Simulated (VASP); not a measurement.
Input of a VASP 6.6.1 run:

INCAR

```
SYSTEM = Ti
PREC = Accurate
ENCUT = 600
EDIFF = 1E-6
ISMEAR = -1
SIGMA = 0.05
LREAL = .False.
LASPH = .True.
NELM = 80
ALGO = Normal
ISIF = 3
LWAVE = .False.
LCHARG = .False.
GGA = PE
IBRION = 2
NSW = 60
EDIFFG = -0.005
```

File KPOINTS:

```
Automatic mesh
0
Gamma
  17 17 17
  0 0 0
```

POSCAR

```
Ti
1.0
    0.0000000000      2.0565919077      2.0565919077
    2.0565919077      0.0000000000      2.0565919077
    2.0565919077      2.0565919077      0.0000000000
Ti
1
Direct
    0.0000000000      0.0000000000      0.0000000000
```

Potentials or basis: VASP PAW PBE potentials, release 64 (Ti_sv).

Run with:

```console
$ cat potpaw_PBE.64/Ti_sv/POTCAR > POTCAR
$ mpirun -np 1 vasp_std > vasp.out
```

Problem. What does it give for the band gap on the k mesh?

Solution. Zero (band 6 reaches 9.10 eV, above the bottom of band 7 at 7.76 eV).

Problem. Predict the relaxed volume.

Solution. 17.35 Å³/atom.

Problem. What does it give for the relaxed cell?

Solution. a = 2.906 Å, b = 2.906 Å, c = 2.906 Å, α = 60.00°, β = 60.00°, γ = 60.00°.

Final structure:
```xyz
1
Lattice="0.0000 2.0548 2.0548 2.0548 0.0000 2.0548 2.0548 2.0548 0.0000" Properties=species:S:1:pos:R:3 pbc="T T T"
Ti    0.0000    0.0000    0.0000
```
